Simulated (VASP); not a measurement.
# KCl: single point with PBEsol

KCl:

```
K Cl
1.0
     0.00000    3.12128    3.12128
     3.12128    0.00000    3.12128
     3.12128    3.12128    0.00000
K Cl
1 1
Cartesian
  -0.0100 -0.0100 -0.0100
  3.1213 3.1213 3.1213
```

This cell differs from its parent crystal: -0.01, -0.01] A.

```json
{
 "Program": "VASP 6.6.1",
 "Task": "single point",
 "Functional": "PBEsol",
 "Potentials or basis": "VASP PAW PBE potentials, release 64 (K_sv, Cl)",
 "Cutoff": "520 eV",
 "k mesh": "8 × 8 × 8",
 "Occupations": "gaussian, width 0.01 eV",
 "Spin": "no spin polarisation",
 "Dipole correction": "no",
 "Further INCAR settings": "ALGO = Normal; EDIFF = 1e-06; NBANDS = 15"
}
```

The pressure is 0.1 GPa and the largest force is 0.023 eV/Å. The band gap on the k mesh is 5.10 eV.

Forces on the atoms (eV/Å):
```
K    0.013  0.013  0.013
Cl  -0.013 -0.013 -0.013
```

Levels at points of the mesh, in eV from the valence-band top:
```tsv
k point	band 4	band 5	band 6	band 7	band 8	band 9	band 10	band 11	band 12	band 13
(0.00, 0.00, 0.00)	-10.51	-10.51	0.00	0.00	0.00	5.10	8.30	8.30	8.30	9.20
(0.50, 0.00, 0.00)	-10.52	-10.26	-1.13	-0.35	-0.35	7.49	8.58	10.55	10.56	11.39
(0.50, 0.50, 0.50)	-10.52	-10.26	-1.13	-0.35	-0.35	7.49	8.58	10.56	10.56	11.39
(0.50, 0.50, 0.00)	-10.58	-10.58	-0.69	-0.23	-0.23	6.38	8.33	10.04	10.23	10.67
```

It took 52 s on 1 thread of AMD EPYC 9R45 96-Core Processor (Zen 5), on a shared host, peak memory 0.2 GiB.

Caveat: the cell differs from its parent crystal (-0.01, -0.01] A); the PAW data sets were made with another functional, which shifts forces and pressure a little. A k mesh can miss the band edges.
